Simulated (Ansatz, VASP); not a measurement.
## One calculation of ScSn3Se, two programs

```
Sc Sn Se
1.0
     5.54562    0.00000    0.00000
     0.00000    5.54562    0.00000
     0.00000    0.00000    5.54562
Sc Sn Se
1 3 1
Direct
  0.00000 0.00000 0.00000
  0.50000 0.00000 0.00000
  0.00000 0.50000 0.00000
  0.00000 0.00000 0.50000
  0.50000 0.50000 0.50000
```

Alike in both runs: task single point; functional PBE; k mesh 4 × 4 × 4; occupations gaussian, width 0.1 eV; collinear spin.

|  | VASP | Ansatz |
| --- | --- | --- |
| version | VASP 6.6.1 | Ansatz 0.2.0 |
| potentials or method | VASP PAW PBE potentials, release 64 (Sc_sv, Sn_d, Se), cutoff 520 eV | scalar-relativistic, plane waves, PAW |
| valence electrons in the cell | 59 | 69 |

```tsv
	VASP	Ansatz	Ansatz less VASP
gap on the k mesh at the Fermi level (eV)	none	none	-
pressure (GPa)	0.2	0.2	+0.01
net moment per atom (μB)	0.00	0.00	0.000
```

A gap of «none» marks a metal or a gap that the smearing closes. VASP's potentials hold 59 valence electrons a cell and Ansatz's 69, so a difference there can come from the potentials and not from the codes. Ansatz's warnings: seeded moment not kept.
